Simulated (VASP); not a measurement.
# SbSe (Fm-3m) in VASP: notebook

SbSe is run at these levels: PBE; tasks: single point, relaxation of cell and atoms.

Everything below comes from runs of VASP 6.6.1. Logs are shortened: lines on timing, memory, paths and dates and some standing lists are left out, and cuts for length are marked.

### Step 1. The cell of the first run

It takes space group Fm-3m (No. 225, cubic). The conventional cell has a = 5.997 Å, b = 5.997 Å, c = 5.997 Å, α = 90.00°, β = 90.00°, γ = 90.00°. Within 3.9 Å of Sb (site symmetry m-3m) lie 6 Se at 3.00 Å. Within 3.9 Å of Se (site symmetry m-3m) lie 6 Sb at 3.00 Å.

### Step 2. Single point, PBE

Contents of INCAR:

```
SYSTEM = SbSe
PREC     = Accurate       ! precision mode
ENCUT    = 520            ! plane-wave cutoff, eV
EDIFF    = 1E-6           ! SCF threshold, eV
ISMEAR   = 0              ! smearing method
SIGMA    = 0.1            ! smearing width, eV
LREAL    = .False.        ! projectors in reciprocal space
LASPH    = .True.         ! aspherical terms in the spheres
NELM     = 60             ! most SCF steps
ALGO     = Normal         ! electronic algorithm
ISIF     = 2              ! what is computed and relaxed
LWAVE    = .False.        ! write WAVECAR
LCHARG   = .False.        ! write CHGCAR
GGA      = PE             ! functional
NBANDS   = 12             ! bands
```

Contents of KPOINTS:

```
Automatic mesh
0
Gamma
  8 8 8
  0 0 0
```

Contents of POSCAR:

```
SbSe
1.0
    0.0000000000      2.9983668628      2.9983668628
    2.9983668628      0.0000000000      2.9983668628
    2.9983668628      2.9983668628      0.0000000000
Sb Se
1 1
Direct
    0.0000000000      0.0000000000      0.0000000000
    0.5000000000      0.5000000000      0.5000000000
```

Potentials or basis: VASP PAW PBE potentials, release 64 (Sb, Se).

Run with:

```
> cat potpaw_PBE.64/Sb/POTCAR potpaw_PBE.64/Se/POTCAR > POTCAR
> mpirun -np 1 vasp_std > vasp.out
```

OUTCAR:

```text
SYSTEM = SbSe
   PREC = Accurate
   ENCUT = 520
   EDIFF = 1E-6
   ISMEAR = 0
   LREAL = .False.
   LASPH = .True.
   NELM = 60
   ISIF = 2
   GGA = PE

 ion  position               nearest neighbor table
   1  0.000  0.000  0.000-   2 3.00   2 3.00   2 3.00   2 3.00   2 3.00   2 3.00
   2  0.500  0.500  0.500-   1 3.00   1 3.00   1 3.00   1 3.00   1 3.00   1 3.00

  LATTYP: Found a face centered cubic cell.
 ALAT       =     5.9967337256

  Lattice vectors:

 A1 = (   0.0000000000,   2.9983668628,   2.9983668628)
 A2 = (   2.9983668628,   0.0000000000,   2.9983668628)
 A3 = (   2.9983668628,   2.9983668628,   0.0000000000)

Analysis of symmetry for initial positions (statically):
=====================================================================
 Subroutine PRICEL returns:
 Original cell was already a primitive cell.

 Routine SETGRP: Setting up the symmetry group for a
 face centered cubic supercell.

 Subroutine GETGRP returns: Found 48 space group operations
 (whereof 48 operations were pure point group operations)
 out of a pool of 48 trial point group operations.

The static configuration has the point symmetry O_h .

Analysis of symmetry for dynamics (positions and initial velocities):
=====================================================================
 Subroutine PRICEL returns:
 Original cell was already a primitive cell.

 Routine SETGRP: Setting up the symmetry group for a
 face centered cubic supercell.

 Subroutine GETGRP returns: Found 48 space group operations
 (whereof 48 operations were pure point group operations)
 out of a pool of 48 trial point group operations.

The dynamic configuration has the point symmetry O_h .

 Subroutine INISYM returns: Found 48 space group operations
 (whereof 48 operations are pure point group operations),
 and found     1 'primitive' translations

----------------------------------------------------------------------------------------

                                     Primitive cell

  volume of cell :      53.9119

  direct lattice vectors                    reciprocal lattice vectors
     0.000000000  2.998366863  2.998366863    -0.166757446  0.166757446  0.166757446
     2.998366863  0.000000000  2.998366863     0.166757446 -0.166757446  0.166757446
     2.998366863  2.998366863  0.000000000     0.166757446  0.166757446 -0.166757446

  length of vectors
     4.240331082  4.240331082  4.240331082     0.288832369  0.288832369  0.288832369

  position of ions in fractional coordinates (direct lattice)
     0.000000000  0.000000000  0.000000000
     0.500000000  0.500000000  0.500000000

  ion indices of the primitive-cell ions
   primitive index   ion index
                 1           1
                 2           2

[... 84 lines left out ...]
   EMIN   =  10.00;   EMAX   =-10.00  energy-range for DOS
   EFERMI =   0.00;   METHOD = LEGACY
   ISMEAR =     0;   SIGMA  =   0.10  broadening in eV -4-tet -1-fermi 0-gaus
   EFERMI_NEDOS =   21; number of points for ismear=-14 and -15
   IALGO  =     38    algorithm
   IMIX   =      4    mixing-type and parameters
     AMIX     =   0.40;   BMIX     =  1.00
     AMIX_MAG =   1.60;   BMIX_MAG =  1.00
  volume/ion in A,a.u.               =      26.96       181.91
  Fermi-wavevector in a.u.,A,eV,Ry     =   0.963779  1.821279 12.638053  0.928871
  Thomas-Fermi vector in A             =   2.093354
   LORBIT       =      0    0 simple, 1 ext, 2 COOP (PROOUT), +10 PAW based schemes
   GGA     = PE    functional components
   LHFCALC =     F    Hartree Fock is set to
   AEXX    =    0.0000 exact exchange contribution
   IVDW    =     0    specifies the selected vdW correction
   LEPSILON=     F    determine dielectric tensor
   LRPA    =     F    only Hartree local field effects (RPA)
 non-spin polarized calculation
 Gauss-broadening in eV      SIGMA  =   0.10
  energy-cutoff  :      520.00
  volume of cell :       53.91
 maximum number of plane-waves:      1475
   NGX = 15   NGY = 15   NGZ = 15

 number of electron      11.0000000 magnetization

 Free energy of the ion-electron system (eV)
  ---------------------------------------------------
  ext. energy  EPLUGINS =         0.00000000
  ---------------------------------------------------
  free energy    TOTEN  =        -7.68429112 eV

  energy without entropy =       -7.66819516  energy(sigma->0) =       -7.67624314

 E-fermi :   6.0121     XC(G=0):  -9.6193

 val. band max:        5.9927047694   @ k =   0.5000   0.1250   0.0000
 cond. band min:       6.0155682809   @ k =   0.5000   0.2500   0.1250
 fundamental gap:      0.0228635115
 Fermi energy:         6.0121348491

 k-point     1 :       0.0000    0.0000    0.0000
  band No.  band energies     occupation
      1      -8.6581      2.00000
      2      -1.2187      2.00000
      3       3.0930      2.00000
      4       3.0930      2.00000
      5       3.0930      2.00000
      6       8.5761      0.00000
      7       8.5761      0.00000
      8       8.5761      0.00000
      9      11.1503      0.00000
     10      11.1503      0.00000
     11      11.1503      0.00000
     12      13.1345      0.00000
[... 331 lines left out ...]
 k-point    24 :      -0.3750    0.2500    0.1250
  band No.  band energies     occupation
      1      -7.3569      2.00000
      2      -3.6484      2.00000
      3       1.4985      2.00000
      4       1.8603      2.00000
      5       4.2030      2.00000
      6       5.5648      2.00000
      7       7.9118      0.00000
      8       8.5907      0.00000
      9      12.3785      0.00000
     10      12.8171      0.00000
     11      15.9290      0.00000
     12      16.3023      0.00000

 [... further k-points ...]

------------------------ aborting loop because EDIFF is reached ----------------------------------------

  FORCE on cell =-STRESS in cart. coord.  units (eV):
  Direction    XX          YY          ZZ          XY          YZ          ZX
  --------------------------------------------------------------------------------------
  -------------------------------------------------------------------------------------
  Total        0.0351797      0.0351797      0.0351797     -0.0000000     -0.0000000      0.0000000
  in kB        1.0454865      1.0454865      1.0454865     -0.0000000     -0.0000000      0.0000000
  external PRESSURE =       1.0454865 kB  Pullay stress =       0.0000000 kB

 VOLUME and BASIS-vectors are now :
 -----------------------------------------------------------------------------
  energy-cutoff  :      520.00
  volume of cell :       53.91
      direct lattice vectors                 reciprocal lattice vectors
     0.000000000  2.998366863  2.998366863    -0.166757446  0.166757446  0.166757446
     2.998366863  0.000000000  2.998366863     0.166757446 -0.166757446  0.166757446
     2.998366863  2.998366863  0.000000000     0.166757446  0.166757446 -0.166757446

 POSITION                                       TOTAL-FORCE (eV/Angst)
 -----------------------------------------------------------------------------------
      0.00000      0.00000      0.00000         0.000000      0.000000      0.000000
      2.99837      2.99837      2.99837        -0.000000      0.000000      0.000000
 -----------------------------------------------------------------------------------
    total drift:                                0.000000     -0.000000      0.000000

  FREE ENERGIE OF THE ION-ELECTRON SYSTEM (eV)
  ---------------------------------------------------
  free  energy   TOTEN  =        -7.6842911237 eV

  energy  without entropy=       -7.6681951583  energy(sigma->0) =       -7.67624314
```

stdout:

```text
POSCAR found type information on POSCAR SbSe
 POSCAR found :  2 types and       2 ions
 scaLAPACK will be used
 LDA part: xc-table for (Slater+PW92), standard interpolation
 POSCAR, INCAR and KPOINTS ok, starting setup
 FFT: planning ... GRIDC
 FFT: planning ... GRID_SOFT
 FFT: planning ... GRID
 WAVECAR not read
 entering main loop
```

Run time: 16 s. Hardware: 1 thread of AMD EPYC 7R13, shared host; peak memory 0.18 GiB.

What came out:

```
Free energy : -7.6843 eV
Pressure    : 0.1 GPa
```

Caveat: spin-orbit coupling is left out, which moves the levels of the heavy elements.

### Step 3. Relaxation of cell and atoms, PBE

This run uses another cell than the first one, of 15.56 Å³/atom, 0.577 times its volume.

Contents of INCAR:

```
ALGO     = Normal         # electronic algorithm
EDIFF    = 1E-6           # SCF threshold, eV
EDIFFG   = -0.05          # ionic threshold
ENCUT    = 600            # plane-wave cutoff, eV
GGA      = PE             # functional
IBRION   = 2              # ionic algorithm
ISIF     = 3              # what is computed and relaxed
ISMEAR   = 0              # smearing method
LASPH    = T              # aspherical terms in the spheres
LCHARG   = F              # write CHGCAR
LREAL    = F              # projectors in reciprocal space
LWAVE    = F              # write WAVECAR
NELM     = 60             # most SCF steps
NSW      = 100            # ionic steps
PREC     = Accurate       # precision mode
SIGMA    = 0.1            # smearing width, eV
```

Contents of KPOINTS:

```
k-points
0
Gamma
  8 8 8
```

Contents of POSCAR:

```
SbSe
1.0
    0.0000000000      2.4966129032      2.4966129032
    2.4966129032      0.0000000000      2.4966129032
    2.4966129032      2.4966129032      0.0000000000
Sb Se
1 1
Direct
    0.0000000000      0.0000000000      0.0000000000
    0.5000000000      0.5000000000      0.5000000000
```

Potentials or basis: VASP PAW PBE potentials, release 64 (Sb, Se).

Run with:

```
> cat potpaw_PBE.64/Sb/POTCAR potpaw_PBE.64/Se/POTCAR > POTCAR
> mpirun -np 1 vasp_std > vasp.out
```

OUTCAR:

```text
EDIFF = 1E-6
   EDIFFG = -0.05
   ENCUT = 600
   GGA = PE
   IBRION = 2
   ISIF = 3
   ISMEAR = 0
   LASPH = T
   LREAL = F
   NELM = 60
   NSW = 100
   PREC = Accurate

 ion  position               nearest neighbor table
   1  0.000  0.000  0.000-   2 2.50   2 2.50   2 2.50   2 2.50   2 2.50   2 2.50
   2  0.500  0.500  0.500-   1 2.50   1 2.50   1 2.50   1 2.50   1 2.50   1 2.50

  LATTYP: Found a face centered cubic cell.
 ALAT       =     4.9932258064

  Lattice vectors:

 A1 = (   0.0000000000,   2.4966129032,   2.4966129032)
 A2 = (   2.4966129032,   0.0000000000,   2.4966129032)
 A3 = (   2.4966129032,   2.4966129032,   0.0000000000)

Analysis of symmetry for initial positions (statically):
=====================================================================
[... 164 lines left out ...]

 number of electron      11.0000000 magnetization

 Free energy of the ion-electron system (eV)
  ---------------------------------------------------
  ext. energy  EPLUGINS =         0.00000000
  ---------------------------------------------------
  free energy    TOTEN  =        -3.04795804 eV

  energy without entropy =       -3.03798397  energy(sigma->0) =       -3.04297101

 E-fermi :  14.4606     XC(G=0): -12.1892

 val. band max:       14.4519624421   @ k =  -0.2500   0.1250   0.0000
 cond. band min:      14.4659997159   @ k =   0.5000   0.1250   0.0000
 fundamental gap:      0.0140372737
 Fermi energy:        14.4605982767
[... 728 lines left out ...]
--------------------------------------- Ionic step        5  -------------------------------------------

 number of electron      11.0000000 magnetization

 Free energy of the ion-electron system (eV)
  ---------------------------------------------------
  ext. energy  EPLUGINS =         0.00000000
  ---------------------------------------------------
  free energy    TOTEN  =        -7.68277041 eV

  energy without entropy =       -7.66667022  energy(sigma->0) =       -7.67472032

 E-fermi :   6.0047     XC(G=0):  -9.6162

 val. band max:        5.9851456699   @ k =   0.5000   0.1250   0.0000
 cond. band min:       6.0081855067   @ k =   0.5000   0.2500   0.1250
 fundamental gap:      0.0230398368
 Fermi energy:         6.0047216271
[... 317 lines left out ...]
  FREE ENERGIE OF THE ION-ELECTRON SYSTEM (eV)
  ---------------------------------------------------
  free  energy   TOTEN  =        -7.6827704138 eV

  energy  without entropy=       -7.6666702182  energy(sigma->0) =       -7.67472032

 reached required accuracy - stopping structural energy minimisation
```

OSZICAR:

```text
N       E                     dE             d eps       ncg     rms          rms(c)
DAV:   1     0.613541439816E+02    0.61354E+02   -0.49613E+03   522   0.109E+03
DAV:   2    -0.356107858338E+00   -0.61710E+02   -0.60188E+02   710   0.176E+02
DAV:   3    -0.313071166621E+01   -0.27746E+01   -0.27428E+01   645   0.436E+01
[... 48 lines left out ...]
DAV:   3    -0.768338697903E+01    0.23118E-02   -0.37940E-03   538   0.447E-01    0.111E-01
DAV:   4    -0.768277746485E+01    0.60951E-03   -0.13251E-03   548   0.220E-01    0.441E-02
DAV:   5    -0.768277178068E+01    0.56842E-05   -0.43631E-05   539   0.459E-02    0.284E-02
DAV:   6    -0.768277039106E+01    0.13896E-05   -0.62885E-06   541   0.174E-02    0.557E-03
DAV:   7    -0.768277041379E+01   -0.22731E-07   -0.35282E-07   261   0.413E-03
   5 F= -.76827704E+01 E0= -.76747203E+01  d E =-.463481E+01
```

Run time: 64 s. Hardware: 1 thread of AMD EPYC 7R13, shared host; peak memory 0.17 GiB.

Results:

```yaml
Free_energy: -7.6828 eV
Relaxed_volume: 26.97 Å³/atom
Relaxed_cell: a = 4.241 Å, b = 4.241 Å, c = 4.241 Å, α = 60.00°, β = 60.00°, γ = 60.00°
Space_group_after_relaxing_to_0.05_Å: Fm-3m (No. 225)
Energy_gained_by_relaxing: 2317.4 meV/atom
Ionic_steps: 5
Pressure_after_relaxing: 0.1 GPa
```

Step by step:
```
step  energy change (eV)  largest force (eV/Å)  pressure (GPa)  volume (Å³)
   1              0.0000                0.0000          105.16        31.12
   2             -2.2034                0.0000           -8.31       103.52
   3             -4.6168                0.0000           -2.29        56.41
   4             -4.6297                0.0000           -1.27        55.27
   5             -4.6348                0.0000            0.05        53.95
```

Final structure:
```
Sb Se
1.0
     0.00000    2.99901    2.99901
     2.99901    0.00000    2.99901
     2.99901    2.99901    0.00000
Sb Se
1 1
Direct
  0.00000 0.00000 0.00000
  0.50000 0.50000 0.50000
```

Levels at points of the mesh, in eV from the Fermi level:
| k point | band 3 | band 4 | band 5 | band 6 | band 7 | band 8 |
| --- | --- | --- | --- | --- | --- | --- |
| (0.00, 0.00, 0.00) | -2.92 | -2.92 | -2.92 | 2.56 | 2.56 | 2.56 |
| (0.50, 0.00, 0.00) | -2.50 | -2.50 | -1.19 | -0.88 | -0.39 | -0.39 |
| (0.50, 0.50, 0.00) | -6.27 | -4.45 | -4.45 | 2.41 | 3.79 | 3.79 |

Caveat: the volume moved by over 15 % at a fixed basis, so the end points are rough; spin-orbit coupling is left out, which moves the levels of the heavy elements.
